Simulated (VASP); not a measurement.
# Sc (Fm-3m) in VASP: notebook

Runs on Sc. Level: PBE. Tasks: electric field gradients.

All numbers are computed with VASP 6.6.1; they aren't measurements. Logs are shortened: lines on timing, memory, paths and dates and some standing lists are left out, and cuts for length are marked.

### Step 1. The cell of the first run

It takes space group Fm-3m (No. 225, cubic). Conventional cell: a = 4.541 Å, b = 4.541 Å, c = 4.541 Å, α = 90.00°, β = 90.00°, γ = 90.00°. Within 4.2 Å of Sc (site symmetry m-3m) lie 12 Sc at 3.21 Å.

This isn't the form of Sc at room conditions, which is hcp.

### Step 2. Electric field gradients, PBE

INCAR

```
SYSTEM = Sc
ALGO = Normal
EDIFF = 1E-8
ENCUT = 520
GGA = PE
ISIF = 2
ISMEAR = -1
LASPH = .TRUE.
LCHARG = .FALSE.
LEFG = .TRUE.
LREAL = .FALSE.
LWAVE = .FALSE.
NBANDS = 12
NELM = 60
PREC = Accurate
SIGMA = 0.03
```

KPOINTS

```
k-points
0
G
  15 15 15
  0 0 0
```

POSCAR

```
Sc
1.0
    0.0000000000      2.2705000000      2.2705000000
    2.2705000000      0.0000000000      2.2705000000
    2.2705000000      2.2705000000      0.0000000000
Sc
1
Direct
    0.0000000000      0.0000000000      0.0000000000
```

Potentials or basis: VASP PAW PBE potentials, release 64 (Sc_sv).

Launch:

```sh
$ cat potpaw_PBE.64/Sc_sv/POTCAR > POTCAR
$ mpirun -np 1 vasp_std > vasp.out
```

OUTCAR:

```text
SYSTEM = Sc
   EDIFF = 1E-8
   ENCUT = 520
   GGA = PE
   ISIF = 2
   ISMEAR = -1
   LASPH = .TRUE.
   LREAL = .FALSE.
   NELM = 60
   PREC = Accurate

 ion  position               nearest neighbor table
   1  0.000  0.000  0.000-

  LATTYP: Found a face centered cubic cell.
 ALAT       =     4.5410000000

  Lattice vectors:

 A1 = (   0.0000000000,   2.2705000000,   2.2705000000)
 A2 = (   2.2705000000,   0.0000000000,   2.2705000000)
 A3 = (   2.2705000000,   2.2705000000,   0.0000000000)

Analysis of symmetry for initial positions (statically):
=====================================================================
 Subroutine PRICEL returns:
 Original cell was already a primitive cell.

 Routine SETGRP: Setting up the symmetry group for a
 face centered cubic supercell.

 Subroutine GETGRP returns: Found 48 space group operations
 (whereof 48 operations were pure point group operations)
 out of a pool of 48 trial point group operations.

The static configuration has the point symmetry O_h .

Analysis of symmetry for dynamics (positions and initial velocities):
=====================================================================
 Subroutine PRICEL returns:
 Original cell was already a primitive cell.

 Routine SETGRP: Setting up the symmetry group for a
 face centered cubic supercell.

 Subroutine GETGRP returns: Found 48 space group operations
 (whereof 48 operations were pure point group operations)
 out of a pool of 48 trial point group operations.

The dynamic configuration has the point symmetry O_h .

 Subroutine INISYM returns: Found 48 space group operations
 (whereof 48 operations are pure point group operations),
 and found     1 'primitive' translations

----------------------------------------------------------------------------------------

                                     Primitive cell

  volume of cell :      23.4096

  direct lattice vectors                    reciprocal lattice vectors
     0.000000000  2.270500000  2.270500000    -0.220215811  0.220215811  0.220215811
     2.270500000  0.000000000  2.270500000     0.220215811 -0.220215811  0.220215811
     2.270500000  2.270500000  0.000000000     0.220215811  0.220215811 -0.220215811

  length of vectors
     3.210971893  3.210971893  3.210971893     0.381424974  0.381424974  0.381424974

  position of ions in fractional coordinates (direct lattice)
     0.000000000  0.000000000  0.000000000

  ion indices of the primitive-cell ions
   primitive index   ion index
                 1           1

----------------------------------------------------------------------------------------

 KPOINTS: k-points

Automatic generation of k-mesh.
 Grid dimensions read from file:
 generate k-points for:   15   15   15

 Generating k-lattice:

  Cartesian coordinates                     Fractional coordinates (reciprocal lattice)
    -0.014681054  0.014681054  0.014681054     0.066666667  0.000000000  0.000000000
     0.014681054 -0.014681054  0.014681054     0.000000000  0.066666667  0.000000000
     0.014681054  0.014681054 -0.014681054     0.000000000  0.000000000  0.066666667

  Length of vectors
     0.025428332  0.025428332  0.025428332

  Shift w.r.t. Gamma in fractional coordinates (k-lattice)
     0.000000000  0.000000000  0.000000000

 Subroutine IBZKPT returns following result:
 ===========================================

 Found    120 irreducible k-points:

 Following reciprocal coordinates:
            Coordinates               Weight
  0.000000  0.000000  0.000000      1.000000
  0.066667  0.000000  0.000000      8.000000
  0.133333  0.000000  0.000000      8.000000
  0.200000  0.000000  0.000000      8.000000
  0.266667  0.000000  0.000000      8.000000
  0.333333  0.000000  0.000000      8.000000
[... 16 lines left out ...]
  0.133333  0.133333  0.000000      6.000000
  0.200000  0.133333  0.000000     24.000000
 [... further k-points ...]
   k-points           NKPTS =    120   k-points in BZ     NKDIM =    120   number of bands    NBANDS=     12
   number of dos      NEDOS =    301   number of ions     NIONS =      1
   total plane-waves  NPLWV =  13824
   dimension x,y,z NGX =    24 NGY =   24 NGZ =   24
   dimension x,y,z NGXF=    48 NGYF=   48 NGZF=   48
   ions per type =               1
   NGX,Y,Z   is equivalent  to a cutoff of  12.43, 12.43, 12.43 a.u.
   NGXF,Y,Z  is equivalent  to a cutoff of  24.85, 24.85, 24.85 a.u.
 SYSTEM =  Sc
   PREC   = accura    normal or accurate (medium, high low for compatibility)
   ISTART =      0    job   : 0-new  1-cont  2-samecut
   ICHARG =      2    charge: 1-file 2-atom 10-const
   ISPIN  =      1    spin polarized calculation?
   LNONCOLLINEAR =      F non collinear calculations
   LSORBIT =      F    spin-orbit coupling
   LASPH  =      T    aspherical Exc in radial PAW
   ENCUT  =  520.0 eV  38.22 Ry    6.18 a.u.   5.97  5.97  5.97*2*pi/ulx,y,z
   NELM   =     60;   NELMIN=  2; NELMDL= -5     # of ELM steps
   EDIFF  = 0.1E-07   stopping-criterion for ELM
   LREAL  =      F    real-space projection
   EDIFFG = 0.1E-06   stopping-criterion for IOM
   NSW    =      0    number of steps for IOM
   IBRION =     -1    ionic relax: 0-MD 1-quasi-New 2-CG
   NFREE  =      0    steps in history (QN), initial steepest desc. (CG)
   ISIF   =      2    stress and relaxation
   ISYM   =      2    0-nonsym 1-usesym 2-fastsym
   POTIM  = 0.5000    time-step for ionic-motion
   TEBEG  =    0.0;   TEEND  =   0.0 temperature during run
   PSTRESS=    0.0 pullay stress
   NELECT =      11.0000    total number of electrons
   NUPDOWN=      -1.0000    fix difference up-down
   EMIN   =  10.00;   EMAX   =-10.00  energy-range for DOS
   EFERMI =   0.00;   METHOD = LEGACY
   ISMEAR =    -1;   SIGMA  =   0.03  broadening in eV -4-tet -1-fermi 0-gaus
   EFERMI_NEDOS =   21; number of points for ismear=-14 and -15
   IALGO  =     38    algorithm
   IMIX   =      4    mixing-type and parameters
     AMIX     =   0.40;   BMIX     =  1.00
     AMIX_MAG =   1.60;   BMIX_MAG =  1.00
  volume/ion in A,a.u.               =      23.41       157.98
  Fermi-wavevector in a.u.,A,eV,Ry     =   1.272744  2.405136 22.039751  1.619876
  Thomas-Fermi vector in A             =   2.405605
   LORBIT       =      0    0 simple, 1 ext, 2 COOP (PROOUT), +10 PAW based schemes
   GGA     = PE    functional components
   LHFCALC =     F    Hartree Fock is set to
   AEXX    =    0.0000 exact exchange contribution
   IVDW    =     0    specifies the selected vdW correction
   LEPSILON=     F    determine dielectric tensor
   LRPA    =     F    only Hartree local field effects (RPA)
 non-spin polarized calculation
  energy-cutoff  :      520.00
  volume of cell :       23.41
 maximum number of plane-waves:       641
   NGX = 11   NGY = 11   NGZ = 11

 number of electron      10.9999998 magnetization

 Free energy of the ion-electron system (eV)
  ---------------------------------------------------
  ext. energy  EPLUGINS =         0.00000000
  ---------------------------------------------------
  free energy    TOTEN  =        -6.19201977 eV

  energy without entropy =       -6.18610629  energy(sigma->0) =       -6.18906303

 E-fermi :   4.0550     XC(G=0): -10.0820

 val. band max:        4.0454473592   @ k =   0.3333   0.2667   0.0000
 cond. band min:       4.0664395195   @ k =  -0.4667   0.1333   0.0000
 fundamental gap:      0.0209921603
 Fermi energy:         4.0549558709

 k-point     1 :       0.0000    0.0000    0.0000
  band No.  band energies     occupation
      1     -45.2430      2.00000
      2     -23.6285      2.00000
      3     -23.6285      2.00000
      4     -23.6285      2.00000
      5      -1.2358      2.00000
      6       5.7056      0.00000
      7       5.7056      0.00000
      8       5.7056      0.00000
      9       7.1809      0.00000
     10       7.1809      0.00000
     11      16.8374      0.00000
     12      20.4410      0.00000

 k-point     2 :       0.0667    0.0000    0.0000
  band No.  band energies     occupation
      1     -45.2398      2.00000
      2     -23.6496      2.00000
      3     -23.6312      2.00000
      4     -23.6312      2.00000
      5      -1.1175      2.00000
      6       5.6152      0.00000
      7       5.7504      0.00000
      8       5.7504      0.00000
      9       7.1485      0.00000
     10       7.1485      0.00000
     11      16.9560      0.00000
     12      19.4881      0.00000
[... 316 lines left out ...]
 k-point    24 :       0.2000    0.1333    0.0000
  band No.  band energies     occupation
      1     -45.2169      2.00000
      2     -23.7626      2.00000
      3     -23.6703      2.00000
      4     -23.6665      2.00000
      5      -0.2233      2.00000
      6       4.9643      0.00000
      7       6.0661      0.00000
      8       6.1264      0.00000
      9       6.5506      0.00000
     10       7.4011      0.00000
     11      17.2417      0.00000
     12      17.8479      0.00000

 [... further k-points ...]
[... 5 lines left out ...]
  --------------------------------------------------------------------------------------
  -------------------------------------------------------------------------------------
  Total        0.4191482      0.4191482      0.4191482      0.0000000      0.0000000     -0.0000000
  in kB       28.6869032     28.6869032     28.6869032      0.0000000      0.0000000     -0.0000000
  external PRESSURE =      28.6869032 kB  Pullay stress =       0.0000000 kB

 VOLUME and BASIS-vectors are now :
 -----------------------------------------------------------------------------
  energy-cutoff  :      520.00
  volume of cell :       23.41
      direct lattice vectors                 reciprocal lattice vectors
     0.000000000  2.270500000  2.270500000    -0.220215811  0.220215811  0.220215811
     2.270500000  0.000000000  2.270500000     0.220215811 -0.220215811  0.220215811
     2.270500000  2.270500000  0.000000000     0.220215811  0.220215811 -0.220215811

 POSITION                                       TOTAL-FORCE (eV/Angst)
 -----------------------------------------------------------------------------------
      0.00000      0.00000      0.00000         0.000000      0.000000      0.000000
 -----------------------------------------------------------------------------------
    total drift:                                0.000000     -0.000000     -0.000000

  FREE ENERGIE OF THE ION-ELECTRON SYSTEM (eV)
  ---------------------------------------------------
  free  energy   TOTEN  =        -6.1920197709 eV

  energy  without entropy=       -6.1861062868  energy(sigma->0) =       -6.18906303

 Electric field gradients (V/A^2)
---------------------------------------------------------------------
 ion       V_xx      V_yy      V_zz      V_xy      V_xz      V_yz
---------------------------------------------------------------------
   1       0.000     0.000     0.000     0.000     0.000     0.000
---------------------------------------------------------------------

 Electric field gradients after diagonalization (V/A^2)
 (convention: |V_zz| > |V_xx| > |V_yy|)
----------------------------------------------------------------------
 ion       V_xx      V_yy      V_zz     asymmetry (V_yy - V_xx)/ V_zz
----------------------------------------------------------------------
   1      -0.000    -0.000     0.000       0.000
----------------------------------------------------------------------

           NMR quadrupolar parameters

 Cq : quadrupolar parameter    Cq=e*Q*V_zz/h
 eta: asymmetry parameters     (V_yy - V_xx)/ V_zz
 Q  : nuclear electric quadrupole moment in mb (millibarn)
----------------------------------------------------------------------
 ion       Cq(MHz)       eta       Q (mb)
----------------------------------------------------------------------
   1       0.000       0.000       1.000
----------------------------------------------------------------------
```

Wall time 19 s (1 thread of Intel Xeon Platinum 8259CL at 2.50GHz (Skylake/Cascade Lake), shared host); peak memory 0.16 GiB.

What came out:

```
Free energy                             : -6.1920 eV
Pressure                                : 2.9 GPa
Band gap on the k mesh                  : zero (an odd number of electrons rules out a gap without spin polarisation)
Largest electric field gradient by atom : zero within the noise of the run
```

(Part 1 of 2 ends here.)
